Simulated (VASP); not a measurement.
Crystal: LiBBr4.

```
Li B Br
1.0
     4.91674    0.00000    0.00000
    -2.45837    4.25802    0.00000
     0.00000    0.00000    9.06659
Li B Br
1 1 4
Direct
  0.66667 0.33333 0.50000
  0.00000 0.00000 0.00000
  0.66667 0.33333 0.29366
  0.66667 0.33333 0.70634
  0.66667 0.33333 0.00000
  0.33333 0.66667 0.50000
```

The cell was generated, and may not be a known phase.

```yaml
Program: VASP 6.6.1
Task: relaxation of cell and atoms
Functional: PBE
Potentials_or_basis: VASP PAW PBE potentials, release 64 (Li_sv, B, Br)
Cutoff: 600 eV
k_mesh: 6 × 6 × 2
Occupations: gaussian, width 0.1 eV
Spin: no spin polarisation
```

At the start: pressure 5.8 GPa; volume 31.64 Å³/atom.

**Question.** How do energy, volume and symmetry change on relaxing?

**Answer.** Over 16 steps the energy falls by 607.0 meV/atom and the volume is 32.39 Å³/atom (+2.4 %); space group P-6m2 (No. 187, to 0.1 Å) before and after.

The path:
| step | energy change (eV) | largest force (eV/Å) | pressure (GPa) | volume (Å³) |
| --- | --- | --- | --- | --- |
| 1 | 0.0000 | 5.4869 | 5.79 | 189.81 |
| 2 | -2.7489 | 0.9248 | -1.87 | 220.60 |
| 3 | -2.7585 | 0.9022 | -1.97 | 221.70 |
| 4 | -3.0097 | 0.9428 | -1.54 | 207.82 |
| 5 | -3.3107 | 0.1885 | 2.07 | 169.56 |
| 6 | -3.3306 | 0.5615 | 0.62 | 179.40 |
| 7 | -3.3352 | 0.4676 | 1.01 | 176.45 |
| 8 | -3.4725 | 0.4084 | 0.94 | 174.56 |
| 9 | -3.5043 | 0.4150 | 1.17 | 172.58 |
| 10 | -3.5889 | 0.2251 | 0.50 | 181.28 |
| 11 | -3.6208 | 0.0192 | -0.02 | 192.35 |
| 12 | -3.6290 | 0.2026 | -0.39 | 196.06 |
| 13 | -3.6293 | 0.1670 | -0.33 | 195.45 |
| 14 | -3.6391 | 0.0896 | -0.05 | 193.95 |
| 15 | -3.6407 | 0.0414 | 0.13 | 193.06 |
| 16 | -3.6422 | 0.0048 | 0.12 | 194.34 |

Final structure:
```
CELL_PARAMETERS angstrom
4.36903 0.00000 0.00000
-2.18452 3.78369 0.00000
0.00000 0.00000 11.75581
ATOMIC_POSITIONS crystal
Li 0.66667 0.33333 0.50000
B 0.00000 0.00000 0.00000
Br 0.66667 0.33333 0.21515
Br 0.66667 0.33333 0.78485
Br 0.66667 0.33333 0.00000
Br 0.33333 0.66667 0.50000
```

Caveat: the cutoff is under 1.25 times the usual one of these potentials, so pressure, stress and relaxed cells hold a basis-set (Pulay) error; a cell axis changed by over 15 % at a fixed basis, so the end point is rough.
